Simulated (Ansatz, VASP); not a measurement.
## Ir: VASP beside Ansatz

The input POSCAR:

```
Ir
1.0
    0.0000000000      1.9228496764      1.9228496764
    1.9228496764      0.0000000000      1.9228496764
    1.9228496764      1.9228496764      0.0000000000
Ir
1
Direct
    0.0000000000      0.0000000000      0.0000000000
```

The input INCAR.step1:

```
SYSTEM = Ir
PREC = Accurate
ENCUT = 550
ISMEAR = 1
SIGMA = 0.03
LREAL = .FALSE.
LASPH = .TRUE.
NELM = 120
NBANDS = 14
GGA = PE
ALGO = Normal
EDIFF = 1E-5
LWAVE = .TRUE.
LCHARG = .FALSE.
GGA_COMPAT = .FALSE.
```

Contents of INCAR.step2:

```
SYSTEM = Ir
PREC = Accurate
ENCUT = 550
EDIFF = 1E-6
ISMEAR = 1
SIGMA = 0.03
LREAL = .FALSE.
LASPH = .TRUE.
NELM = 120
ALGO = Normal
ISIF = 2
LWAVE = .FALSE.
LCHARG = .FALSE.
METAGGA = R2SCAN
LMIXTAU = .TRUE.
NBANDS = 14
ISTART = 1
GGA_COMPAT = .FALSE.
```

KPOINTS

```
Automatic mesh
0
G
  14 14 14
  0 0 0
```

Input for Ansatz:

```yaml
crystal:
  lattice:
    - [0.0, 1.9228496764, 1.9228496764]
    - [1.9228496764, 0.0, 1.9228496764]
    - [1.9228496764, 1.9228496764, 0.0]
  atoms:
    - { symbol: Ir, position: [0.0, 0.0, 0.0] }
hamiltonian:
  xc: r2scan
  pseudopotentials:
    kind: paw
    azcp:
      Ir: "pseudopotentials/Ir.paw.azcp"
basis:
  ecutwfc: 500
  fft_grid_basis: typed
kpoints:
  mp_grid: { grid: [14, 14, 14], shift: [0, 0, 0] }
magnetization:
  spin_polarized: false
scf:
  occupations: { method: methfessel_paxton, width: 0.03 }
  lower_state_search: "off"
output:
  stress: true
```

Alike in both runs: task single point; functional r2SCAN; k mesh 14 × 14 × 14; occupations methfessel-paxton of order 1, width 0.03 eV; no spin polarisation.

|  | VASP | Ansatz |
| --- | --- | --- |
| version | VASP 6.6.1 | Ansatz 0.2.0 |
| potentials or method | VASP PAW PBE potentials, release 64 (Ir_sv_GW), cutoff 550 eV | plane waves (500 eV) with PAW, scalar-relativistic |
| valence electrons in the cell | 17 | 17 |

|  | VASP | Ansatz | Ansatz less VASP |
| --- | --- | --- | --- |
| pressure (GPa) | -2.4 | -0.2 | +2.15 |

VASP's potentials were made for PBE, not for r2SCAN.

Spin-orbit coupling is off throughout.
